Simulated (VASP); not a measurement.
# C (Cmm2) in VASP: further runs

Runs on C. Level: r2SCAN. Tasks: single point.

Program: VASP 6.6.1. These are calculated values, not measurements. Logs are shortened: lines on timing, memory, paths and dates and some standing lists are left out, and cuts for length are marked.

## Step 1: The cell of the first run

It takes space group Cmm2 (No. 35, orthorhombic). The conventional cell has a = 5.035 Å, b = 5.035 Å, c = 3.560 Å, α = 90.00°, β = 90.00°, γ = 90.00°. C (site symmetry mm2) has 4 C at 1.49 to 1.59 Å within 2.0 Å. Within 2.1 Å of C (site symmetry mm2) lie 4 C at 1.54 Å. C (site symmetry 2) has 4 C at 1.54 Å within 2.1 Å. C (site symmetry m) has 4 C at 1.49 to 1.54 Å within 2.0 Å. Within 2.1 Å of C (site symmetry m) lie 4 C at 1.54 to 1.59 Å.

## Step 2: Single point, r2SCAN (atom 1 (C) moved +0.087 Å along Cartesian [0 0 1])

Contents of POSCAR:

```
C
1.0
    3.5602834153      0.0000000000      0.0000000000
    0.0000000000     -3.5602834153      0.0000000000
    0.0000000000      0.0000000000     -3.5602834153
C
8
Direct
    0.5000000000      0.0000000000     -0.0245766951
    0.0000000000      0.5000000000      0.0000000000
    0.0000000000      0.0000000000      0.5000000000
    0.5000000000      0.5000000000      0.5000000000
    0.7500000000      0.7500000000      0.7500000000
    0.2500000000      0.2500000000      0.7500000000
    0.2500000000      0.7500000000      0.2500000000
    0.7500000000      0.2500000000      0.2500000000
```

Contents of INCAR.step1:

```
SYSTEM = C
PREC = Accurate
ENCUT = 910
ISMEAR = 0
SIGMA = 0.05
LREAL = .False.
LASPH = .True.
NELM = 120
NBANDS = 26
GGA = PE
ALGO = Normal
EDIFF = 1E-5
LWAVE = .True.
LCHARG = .False.
GGA_COMPAT = .False.
```

Contents of INCAR.step2:

```
SYSTEM = C
PREC = Accurate
ENCUT = 910
EDIFF = 1E-6
ISMEAR = 0
SIGMA = 0.05
LREAL = .False.
LASPH = .True.
NELM = 120
ALGO = Normal
ISIF = 2
LWAVE = .False.
LCHARG = .True.
METAGGA = R2SCAN
LMIXTAU = .True.
LELF = .True.
LVHAR = .True.
NBANDS = 26
ISTART = 1
GGA_COMPAT = .False.
```

Contents of KPOINTS:

```
Automatic mesh
0
Gamma
  6 6 6
  0 0 0
```

Potentials or basis: VASP PAW PBE potentials, release 64 (C_h).

Started as:

```console
$ cat potpaw_PBE.64/C_h/POTCAR > POTCAR
$ cp INCAR.step1 INCAR
$ mpirun -np 1 vasp_std > vasp.out
$ cp INCAR.step2 INCAR
$ mpirun -np 1 vasp_std > vasp.out
```

OUTCAR:

```text
SYSTEM = C
   PREC = Accurate
   ENCUT = 910
   EDIFF = 1E-6
   ISMEAR = 0
   LREAL = .False.
   LASPH = .True.
   NELM = 120
   ISIF = 2
   METAGGA = R2SCAN
   ISTART = 1

 ion  position               nearest neighbor table
   1  0.500  0.000  0.975-   5 1.49   6 1.49
   2  0.000  0.500  0.000-
   3  0.000  0.000  0.500-
   4  0.500  0.500  0.500-
   5  0.750  0.750  0.750-   1 1.49
   6  0.250  0.250  0.750-   1 1.49
   7  0.250  0.750  0.250-
   8  0.750  0.250  0.250-

  LATTYP: Found a simple cubic cell.
 ALAT       =     3.5602834153

  Lattice vectors:

 A1 = (   3.5602834153,   0.0000000000,   0.0000000000)
 A2 = (   0.0000000000,  -3.5602834153,   0.0000000000)
 A3 = (   0.0000000000,   0.0000000000,  -3.5602834153)

Analysis of symmetry for initial positions (statically):
=====================================================================
 Subroutine PRICEL returns:
 Original cell was already a primitive cell.

 Routine SETGRP: Setting up the symmetry group for a
 simple cubic supercell.

 Subroutine GETGRP returns: Found  4 space group operations
 (whereof  2 operations were pure point group operations)
 out of a pool of 48 trial point group operations.

The static configuration has the point symmetry C_2 .
 The point group associated with its full space group is C_2v.

Analysis of symmetry for dynamics (positions and initial velocities):
=====================================================================
 Subroutine PRICEL returns:
 Original cell was already a primitive cell.

 Routine SETGRP: Setting up the symmetry group for a
 simple cubic supercell.

 Subroutine GETGRP returns: Found  4 space group operations
 (whereof  2 operations were pure point group operations)
 out of a pool of 48 trial point group operations.

The dynamic configuration has the point symmetry C_2 .
 The point group associated with its full space group is C_2v.

 Subroutine INISYM returns: Found  4 space group operations
 (whereof  2 operations are pure point group operations),
 and found     1 'primitive' translations

----------------------------------------------------------------------------------------

                                     Primitive cell

  volume of cell :      45.1288

  direct lattice vectors                    reciprocal lattice vectors
     3.560283415  0.000000000  0.000000000     0.280876516  0.000000000  0.000000000
     0.000000000 -3.560283415  0.000000000     0.000000000 -0.280876516  0.000000000
     0.000000000  0.000000000 -3.560283415     0.000000000  0.000000000 -0.280876516

  length of vectors
     3.560283415  3.560283415  3.560283415     0.280876516  0.280876516  0.280876516

  position of ions in fractional coordinates (direct lattice)
     0.500000000  0.000000000  0.975423305
     0.000000000  0.500000000  0.000000000
     0.000000000  0.000000000  0.500000000
     0.500000000  0.500000000  0.500000000
     0.750000000  0.750000000  0.750000000
     0.250000000  0.250000000  0.750000000
     0.250000000  0.750000000  0.250000000
     0.750000000  0.250000000  0.250000000

  ion indices of the primitive-cell ions
   primitive index   ion index
                 1           1
                 2           2
                 3           3
                 4           4
                 5           5
                 6           6
                 7           7
                 8           8

----------------------------------------------------------------------------------------

 KPOINTS: Automatic mesh

Automatic generation of k-mesh.
 Grid dimensions read from file:
 generate k-points for:    6    6    6

 Generating k-lattice:

  Cartesian coordinates                     Fractional coordinates (reciprocal lattice)
     0.046812753  0.000000000  0.000000000     0.166666667  0.000000000  0.000000000
     0.000000000 -0.046812753  0.000000000     0.000000000  0.166666667  0.000000000
     0.000000000  0.000000000 -0.046812753     0.000000000  0.000000000  0.166666667

  Length of vectors
     0.046812753  0.046812753  0.046812753

  Shift w.r.t. Gamma in fractional coordinates (k-lattice)
     0.000000000  0.000000000  0.000000000

 Subroutine IBZKPT returns following result:
 ===========================================

 Found     52 irreducible k-points:

 Following reciprocal coordinates:
            Coordinates               Weight
  0.000000  0.000000  0.000000      1.000000
  0.166667  0.000000  0.000000      4.000000
  0.000000  0.000000  0.166667      2.000000
  0.333333  0.000000  0.000000      4.000000
  0.000000  0.000000  0.333333      2.000000
  0.500000  0.000000  0.000000      2.000000
[... 16 lines left out ...]
  0.333333  0.000000  0.500000      4.000000
  0.500000  0.500000  0.000000      1.000000
 [... further k-points ...]
   k-points           NKPTS =     52   k-points in BZ     NKDIM =     52   number of bands    NBANDS=     26
   number of dos      NEDOS =    301   number of ions     NIONS =      8
   total plane-waves  NPLWV =  46656
   dimension x,y,z NGX =    36 NGY =   36 NGZ =   36
   dimension x,y,z NGXF=    72 NGYF=   72 NGZF=   72
   ions per type =               8
   NGX,Y,Z   is equivalent  to a cutoff of  16.81, 16.81, 16.81 a.u.
   NGXF,Y,Z  is equivalent  to a cutoff of  33.62, 33.62, 33.62 a.u.
 SYSTEM =  C
   PREC   = accura    normal or accurate (medium, high low for compatibility)
   ISTART =      1    job   : 0-new  1-cont  2-samecut
   ICHARG =      0    charge: 1-file 2-atom 10-const
   ISPIN  =      1    spin polarized calculation?
   LNONCOLLINEAR =      F non collinear calculations
   LSORBIT =      F    spin-orbit coupling
   LASPH  =      T    aspherical Exc in radial PAW
   ENCUT  =  910.0 eV  66.88 Ry    8.18 a.u.   8.76  8.76  8.76*2*pi/ulx,y,z
   NELM   =    120;   NELMIN=  2; NELMDL=  0     # of ELM steps
   EDIFF  = 0.1E-05   stopping-criterion for ELM
   LREAL  =      F    real-space projection
   EDIFFG = 0.1E-04   stopping-criterion for IOM
   NSW    =      0    number of steps for IOM
   IBRION =     -1    ionic relax: 0-MD 1-quasi-New 2-CG
   NFREE  =      0    steps in history (QN), initial steepest desc. (CG)
   ISIF   =      2    stress and relaxation
   ISYM   =      2    0-nonsym 1-usesym 2-fastsym
   POTIM  = 0.5000    time-step for ionic-motion
   TEBEG  =    0.0;   TEEND  =   0.0 temperature during run
   PSTRESS=    0.0 pullay stress
   NELECT =      32.0000    total number of electrons
   NUPDOWN=      -1.0000    fix difference up-down
   EMIN   =  10.00;   EMAX   =-10.00  energy-range for DOS
   EFERMI =   0.00;   METHOD = LEGACY
   ISMEAR =     0;   SIGMA  =   0.05  broadening in eV -4-tet -1-fermi 0-gaus
   EFERMI_NEDOS =   21; number of points for ismear=-14 and -15
   IALGO  =     38    algorithm
   IMIX   =      4    mixing-type and parameters
     AMIX     =   0.40;   BMIX     =  1.00
     AMIX_MAG =   1.60;   BMIX_MAG =  1.00
  volume/ion in A,a.u.               =       5.64        38.07
  Fermi-wavevector in a.u.,A,eV,Ry     =   1.459846  2.758708 28.996044  2.131149
  Thomas-Fermi vector in A             =   2.576365
   LORBIT       =      0    0 simple, 1 ext, 2 COOP (PROOUT), +10 PAW based schemes
   METAGGA = R2SCAN    functional components
   LHFCALC =     F    Hartree Fock is set to
   AEXX    =    0.0000 exact exchange contribution
   IVDW    =     0    specifies the selected vdW correction
   LEPSILON=     F    determine dielectric tensor
   LRPA    =     F    only Hartree local field effects (RPA)
 non-spin polarized calculation
 Gauss-broadening in eV      SIGMA  =   0.05
  energy-cutoff  :      910.00
  volume of cell :       45.13
 maximum number of plane-waves:      2832
   NGX = 17   NGY = 17   NGZ = 17

 number of electron      31.9999999 magnetization

 Free energy of the ion-electron system (eV)
  ---------------------------------------------------
  ext. energy  EPLUGINS =         0.00000000
  ---------------------------------------------------
  free energy    TOTEN  =       -78.70214951 eV

  energy without entropy =      -78.70214951  energy(sigma->0) =      -78.70214951

 E-fermi :  11.5868     XC(G=0): -14.3000

 val. band max:       11.3540612724   @ k =   0.0000   0.0000   0.0000
 cond. band min:      15.3383236385   @ k =   0.3333   0.0000   0.0000
 fundamental gap:      3.9842623662
 Fermi energy:        11.5868230470

 k-point     1 :       0.0000    0.0000    0.0000
  band No.  band energies     occupation
      1     -11.7625      2.00000
      2      -2.9429      2.00000
      3      -2.8001      2.00000
      4      -2.6171      2.00000
      5      -2.6140      2.00000
      6      -2.4585      2.00000
[... 18 lines left out ...]
     25      17.3074      0.00000
     26      24.8946      0.00000

 k-point     2 :       0.1667    0.0000    0.0000
  band No.  band energies     occupation
      1     -11.4939      2.00000
      2      -5.2882      2.00000
      3      -2.6902      2.00000
      4      -2.4731      2.00000
      5      -2.4544      2.00000
      6      -2.2119      2.00000
[... 18 lines left out ...]
     25      18.2978      0.00000
     26      25.0300      0.00000

 k-point     3 :       0.0000    0.0000    0.1667
  band No.  band energies     occupation
      1     -11.4947      2.00000
      2      -5.2762      2.00000
      3      -2.6505      2.00000
      4      -2.4734      2.00000
      5      -2.4573      2.00000
      6      -2.2892      2.00000
[... 572 lines left out ...]
 k-point    23 :       0.3333    0.0000    0.5000
  band No.  band energies     occupation
      1      -8.5250      2.00000
      2      -8.1514      2.00000
      3      -5.6078      2.00000
      4      -5.2351      2.00000
      5       0.3503      2.00000
      6       0.4194      2.00000
[... 18 lines left out ...]
     25      23.1771      0.00000
     26      23.5443      0.00000

 k-point    24 :       0.5000    0.5000    0.0000
  band No.  band energies     occupation
      1      -7.1757      2.00000
      2      -7.1532      2.00000
      3      -7.0243      2.00000
      4      -7.0146      2.00000
      5       1.4911      2.00000
      6       1.5904      2.00000
[... 18 lines left out ...]
     25      23.6137      0.00000
     26      23.8920      0.00000

 [... further k-points ...]

------------------------ aborting loop because EDIFF is reached ----------------------------------------

  FORCE on cell =-STRESS in cart. coord.  units (eV):
  Direction    XX          YY          ZZ          XY          YZ          ZX
  --------------------------------------------------------------------------------------
  -------------------------------------------------------------------------------------
  Total        0.0581179      0.0581179     -0.1513929      0.1980686      0.0000000      0.0000000
  in kB        2.0633201      2.0633201     -5.3748019      7.0318974      0.0000000      0.0000000
  external PRESSURE =      -0.4160539 kB  Pullay stress =       0.0000000 kB

 VOLUME and BASIS-vectors are now :
 -----------------------------------------------------------------------------
  energy-cutoff  :      910.00
  volume of cell :       45.13
      direct lattice vectors                 reciprocal lattice vectors
     3.560283415  0.000000000  0.000000000     0.280876516  0.000000000  0.000000000
     0.000000000 -3.560283415  0.000000000     0.000000000 -0.280876516  0.000000000
     0.000000000  0.000000000 -3.560283415     0.000000000  0.000000000 -0.280876516

 POSITION                                       TOTAL-FORCE (eV/Angst)
 -----------------------------------------------------------------------------------
      1.78014      0.00000     -3.47278         0.000000      0.000000     -4.003408
      0.00000     -1.78014      0.00000         0.000000      0.000000     -0.551662
      0.00000      0.00000     -1.78014         0.000000      0.000000      0.602200
      1.78014     -1.78014     -1.78014         0.000000      0.000000      0.602200
      2.67021     -2.67021     -2.67021         0.322238      0.322238      0.909630
      0.89007     -0.89007     -2.67021        -0.322238     -0.322238      0.909630
      0.89007     -2.67021     -0.89007         0.176206     -0.176206      0.765705
      2.67021     -0.89007     -0.89007        -0.176206      0.176206      0.765705
 -----------------------------------------------------------------------------------
    total drift:                                0.000000      0.000000     -0.000125

  FREE ENERGIE OF THE ION-ELECTRON SYSTEM (eV)
  ---------------------------------------------------
  free  energy   TOTEN  =       -78.7021495062 eV

  energy  without entropy=      -78.7021495062  energy(sigma->0) =      -78.70214951
```

Run time: 12 min. Hardware: 1 thread of AMD EPYC 7R43 (Zen 3), shared host; peak memory 0.23 GiB.

Results:

- Free energy: -78.7021 eV
- Pressure: 0.0 GPa
- Largest force: 4.003 eV/Å
- Band gap on the k mesh: 3.98 eV

Forces in eV/Å, atoms in the order of the input:
```
C    0.000  0.000 -4.003
C    0.000  0.000 -0.552
C    0.000  0.000  0.602
C    0.000  0.000  0.602
C    0.322  0.322  0.910
C   -0.322 -0.322  0.910
C    0.176 -0.176  0.766
C   -0.176  0.176  0.766
```

Levels at points of the mesh, in eV from the valence-band top:
| k point | band 14 | band 15 | band 16 | band 17 | band 18 | band 19 |
| --- | --- | --- | --- | --- | --- | --- |
| (0.00, 0.00, 0.00) | -0.71 | -0.34 | 0.00 | 4.21 | 4.38 | 4.67 |
| (0.50, 0.00, 0.00) | -4.74 | -4.68 | -4.50 | 4.28 | 4.30 | 10.15 |
| (0.00, 0.00, 0.50) | -4.88 | -4.61 | -4.32 | 4.20 | 4.41 | 10.36 |
| (0.50, 0.50, 0.00) | -3.62 | -3.53 | -3.13 | 7.73 | 7.97 | 7.99 |
| (0.00, 0.50, 0.50) | -3.58 | -3.51 | -3.33 | 7.64 | 7.80 | 8.09 |
| (0.50, 0.50, 0.50) | -3.30 | -3.12 | -2.76 | 7.75 | 7.90 | 8.55 |

Caveat: the cell differs from its parent crystal (atom 1 (C) moved +0.087 Å along Cartesian [0 0 1]); the cutoff is under 1.25 times the usual one of these potentials, so pressure, stress and relaxed cells hold a basis-set (Pulay) error; the PAW data sets were made with another functional, which shifts forces and pressure a little. A k mesh can miss the band edges.

[end of part 1 of 2]
